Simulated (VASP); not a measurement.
C: single point with LDA

C:

```
C
1.0
     2.48962    0.00000    0.00000
    -1.24481    2.15608    0.00000
     0.00000    0.00000    8.21427
C
8
Cartesian
  0.0000 -0.0285 0.7634
  0.0000 0.0285 4.8705
  0.0000 0.0285 3.3437
  0.0000 -0.0285 7.4509
  0.0000 1.4138 1.2777
  1.2448 0.7423 5.3848
  0.0000 1.4610 2.8295
  1.2448 0.6951 6.9366
```

This cell differs from its parent crystal: mode 4 frozen in at +0.000 Å and mode 5 at -0.029 Å (largest displacements).

```json
{
 "Program": "VASP 6.6.1",
 "Task": "single point",
 "Functional": "LDA",
 "Potentials or basis": "VASP PAW LDA potentials, release 64 (C)",
 "Cutoff": "520 eV",
 "k mesh": "12 × 12 × 4",
 "Occupations": "gaussian, width 0.05 eV",
 "Spin": "no spin polarisation",
 "Dipole correction": "no",
 "Further INCAR settings": "ALGO = Normal; EDIFF = 1e-06; NBANDS = 26"
}
```

```yaml
Pressure: 1.7 GPa
Largest_force: 0.199 eV/Å
Band_gap_on_the_k_mesh: 4.58 eV, indirect (least direct gap 5.32 eV)
```

Forces in eV/Å, atoms in the order of the input:
```
C    0.000  0.194  0.000
C    0.000 -0.194  0.000
C    0.000 -0.199  0.000
C    0.000  0.199  0.000
C    0.000  0.162  0.007
C    0.000 -0.162  0.007
C    0.000 -0.156 -0.007
C    0.000  0.156 -0.007
```

Stress tensor (GPa, compression positive):
```
1.79 0.00 0.00
0.00 1.68 0.00
0.00 0.00 1.70
```

Levels at points of the mesh, in eV from the valence-band top:
```
           k point  band 12  band 13  band 14  band 15  band 16  band 17  band 18  band 19  band 20  band 21
(0.00, 0.00, 0.00)    -1.75    -1.74    -0.23    -0.01     0.00     5.32     5.33     5.49     7.16     7.16
(0.50, 0.00, 0.00)    -5.17    -5.05    -4.77    -3.77    -3.04     4.65     5.63     6.03     6.06     6.81
(0.00, 0.50, 0.00)    -5.16    -5.06    -4.76    -3.78    -3.03     4.64     5.59     6.02     6.09     6.79
(0.00, 0.00, 0.50)    -2.66    -0.67    -0.67    -0.67    -0.67     6.11     6.11     6.11     6.11     6.80
(0.50, 0.00, 0.50)    -6.15    -4.84    -4.84    -3.75    -3.75     4.99     4.99     6.97     6.97     7.64
(0.00, 0.50, 0.50)    -6.16    -4.83    -4.83    -3.75    -3.75     4.98     4.98     6.94     6.94     7.67
```

Wall time 120 s on 1 thread of Intel(R) Xeon(R) Platinum 8259CL CPU @ 2.50GHz (Skylake/Cascade Lake), on a shared host, peak memory 0.21 GiB.

Caveat: the cell differs from its parent crystal (mode 4 frozen in at +0.000 Å and mode 5 at -0.029 Å (largest displacements)). A k mesh can miss the band edges.
